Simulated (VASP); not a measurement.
A run of VASP 6.6.1 is set up as follows.

The input POSCAR:

```
NaH
1.0
    0.0000000000      2.4236236676      2.4236236676
    2.4236236676      0.0000000000      2.4236236676
    2.4236236676      2.4236236676      0.0000000000
Na H
1 1
Direct
    0.0000000000      0.0000000000      0.0000000000
    0.5000000000      0.5000000000      0.5000000000
```

Contents of INCAR.step1:

```
ALGO = Normal ; EDIFF = 1E-4
ENCUT = 520 ; GGA = PE
ISMEAR = -1 ; LASPH = True
LCHARG = False ; LREAL = False
LWAVE = True ; NBANDS = 11
NELM = 80 ; PREC = Accurate
SIGMA = 0.05
```

File INCAR.step2:

```
ALGO = Normal ; EDIFF = 1E-7
ENCUT = 520 ; ISIF = 2
ISMEAR = -1 ; ISTART = 1
LASPH = True ; LCHARG = False
LMIXTAU = True ; LREAL = False
LWAVE = False ; METAGGA = R2SCAN
NBANDS = 11 ; NELM = 80
PREC = Accurate ; SIGMA = 0.05
```

Contents of KPOINTS:

```
k-points
0
Gamma
  9 9 9
```

Potentials or basis: VASP PAW PBE potentials, release 64 (Na_pv, H).

Launch:

```sh
$ cat potpaw_PBE.64/Na_pv/POTCAR potpaw_PBE.64/H/POTCAR > POTCAR
$ cp INCAR.step1 INCAR
$ mpirun -np 1 vasp_std > vasp.out
$ cp INCAR.step2 INCAR
$ mpirun -np 1 vasp_std > vasp.out
```

Question: Estimate the band gap on the k mesh.

Answer: 4.65 eV, indirect (least direct gap 5.33 eV).

Question: What does it give for the pressure?

Answer: -0.9 GPa.

Caveat: the PAW data sets were made with another functional, which shifts forces and pressure a little. r2SCAN opens gaps a little over a GGA but as a rule still falls short of measured ones.
